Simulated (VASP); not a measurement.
Input of a VASP 6.6.1 run:

File INCAR:

```
SYSTEM = BiTe
PREC     = Accurate       ! precision mode
ENCUT    = 520            ! plane-wave cutoff, eV
EDIFF    = 1E-7           ! SCF threshold, eV
ISMEAR   = 0              ! smearing method
SIGMA    = 0.1            ! smearing width, eV
LREAL    = .FALSE.        ! projectors in reciprocal space
LASPH    = .TRUE.         ! aspherical terms in the spheres
NELM     = 80             ! most SCF steps
ALGO     = Normal         ! electronic algorithm
ISIF     = 2              ! what is computed and relaxed
LWAVE    = .FALSE.        ! write WAVECAR
LCHARG   = .FALSE.        ! write CHGCAR
GGA      = PE             ! functional
ISYM     = 0            
NBANDS   = 18             ! bands
```

File KPOINTS:

```
Automatic mesh
0
G
  8 6 15
  0 0 0
```

POSCAR

```
BiTe
1.0
    4.5978828818      0.0000000000      0.0000000000
    0.0000000000      6.5023883296      0.0000000000
    2.2989414409      3.2511941648      2.2989414409
Bi Te
1 1
Direct
    0.0000000000      0.5000000000      0.0000000000
    0.0000000000      0.0000000000      0.0000000000
```

Potentials or basis: VASP PAW PBE potentials, release 64 (Bi_d, Te).

Run with:

```console
$ cat potpaw_PBE.64/Bi_d/POTCAR potpaw_PBE.64/Te/POTCAR > POTCAR
$ mpirun -np 1 vasp_std > vasp.out
```

What does it give for the band gap on the k mesh?

Zero (an odd number of electrons rules out a gap without spin polarisation).

Predict the pressure.

0.0 GPa.

Caveat: spin-orbit coupling is left out, which moves the levels of the heavy elements.
